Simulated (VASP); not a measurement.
Runs of VASP 6.6.1 on GaN. The structure is that of space group Fm-3m (No. 225), or close to it. The cells are those of the table. 

```tsv
task	level	cell	k mesh	cutoff (eV)	grid for exact exchange (PRECFOCK)	share of exact exchange	screening parameter	gap on the mesh (eV)	pressure (GPa)
single point	r2SCAN	a = 2.982 Å, angles 60.0°, 2 atoms	10 × 10 × 10	520	-	-	-	1.18	(c)
single point	PBE	a = 3.018 Å, angles 60.0°, 2 atoms	10 × 10 × 10	520	-	-	-	0.44	(b)
single point	PBEsol	a = 2.984 Å, angles 60.0°, 2 atoms	10 × 10 × 10	520	-	-	-	(a)	0.5
relaxation of cell and atoms	PBEsol	relaxed from a = 3.018 Å, angles 60.0°, 2 atoms	10 × 10 × 10	600	-	-	-	0.56	0.0
single point	HSE06	a = 2.976 Å, angles 60.0°, 2 atoms	6 × 6 × 6	520	Normal	0.25	0.2079 1/Å	1.93	1.1
```

Alike in all rows: potentials or basis VASP PAW PBE potentials, release 64 (Ga_d, N); no spin polarisation; smearing fermi-dirac 0.02 eV.

Fill in the values left out.

(a) 0.57; (b) 0.8; (c) 1.3.

Caveats: some runs use coarse meshes; the structure was generated, so it needn't be the stable form of GaN; the PAW data sets were made with another functional, which shifts forces and pressure a little (at least some runs).

A k mesh can miss the band edges, and the runs leave out spin-orbit coupling on Ga.
